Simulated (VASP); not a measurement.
Here is a VASP 6.6.1 calculation.

INCAR

```
SYSTEM = K
PREC = Accurate
ENCUT = 520
EDIFF = 1E-7
ISMEAR = -1
SIGMA = 0.1
LREAL = .False.
LASPH = .True.
NELM = 60
ALGO = Normal
ISIF = 2
LWAVE = .False.
LCHARG = .True.
GGA = PS
LELF = .True.
LVHAR = .True.
NBANDS = 26
```

Contents of KPOINTS:

```
Automatic mesh
0
Gamma
  9 9 3
  0 0 0
```

File POSCAR:

```
K
1.0
    4.7161955309      0.0000000000      0.0000000000
   -2.3580977654      4.0843451389      0.0000000000
    0.0000000000      0.0000000000     15.4030946037
K
4
Direct
    0.0000000000      0.0000000000      0.0000000000
    0.0000000000      0.0000000000      0.5000000000
    0.3333333333      0.6666666667      0.2500000000
    0.6666666667      0.3333333333      0.7500000000
```

Potentials or basis: VASP PAW PBE potentials, release 64 (K_sv).

Launch:

```bash
$ cat potpaw_PBE.64/K_sv/POTCAR > POTCAR
$ mpirun -np 1 vasp_std > vasp.out
```

**Question.** What does it give for the band gap on the k mesh?

**Answer.** Zero (band 18 reaches 0.67 eV, above the bottom of band 19 at -1.62 eV).

**Question.** What does it give for the pressure?

**Answer.** -0.1 GPa.

Caveat: the PAW data sets were made with another functional, which shifts forces and pressure a little.
